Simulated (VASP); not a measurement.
Runs of VASP 6.6.1 on Mn3Sb. It takes space group Fm-3m (No. 225, cubic). Conventional cell: a = 5.988 Å, b = 5.988 Å, c = 5.988 Å, α = 90.00°, β = 90.00°, γ = 90.00°. Mn (site symmetry -43m) has 4 Sb at 2.59 Å and 10 Mn at 2.59 to 2.99 Å within 3.4 Å. Mn (site symmetry m-3m) has 8 Mn at 2.59 Å and 6 Sb at 2.99 Å within 3.4 Å. Within 3.4 Å of Sb (site symmetry m-3m) lie 14 Mn at 2.59 to 2.99 Å. 

```csv
spin,gap on the mesh (eV),pressure (GPa),moment (μB)
"collinear, antiferromagnetic start",none,(b),0.00
"collinear, ferromagnetic start",none,(a),4.06
off,none,-14.2,-
"collinear, ferrimagnetic start",none,-9.4,0.00
```

Alike in all rows: task single point; level PBEsol; potentials or basis VASP PAW PBE potentials, release 64 (Mn_pv, Sb); cell as given; k mesh 3 × 6 × 6; cutoff (eV) 520; smearing fermi-dirac 0.1 eV.

**Question.** Estimate the missing entries.

**Answer.** (a) -8.2; (b) -9.5.

Caveats: the cell stands under tension; the PAW data sets were made with another functional, which shifts forces and pressure a little; spin-orbit coupling is left out, which moves the levels of the heavy elements; the antiferromagnetic order is the one typed at the start, and another may lie lower (at least some runs); the run started ferromagnetic, and an antiferromagnetic order may lie lower in energy (at least some runs).

A k mesh can miss the band edges, and the runs leave out spin-orbit coupling on Sb.

A gap of «none» marks levels without a gap at the run's occupations.
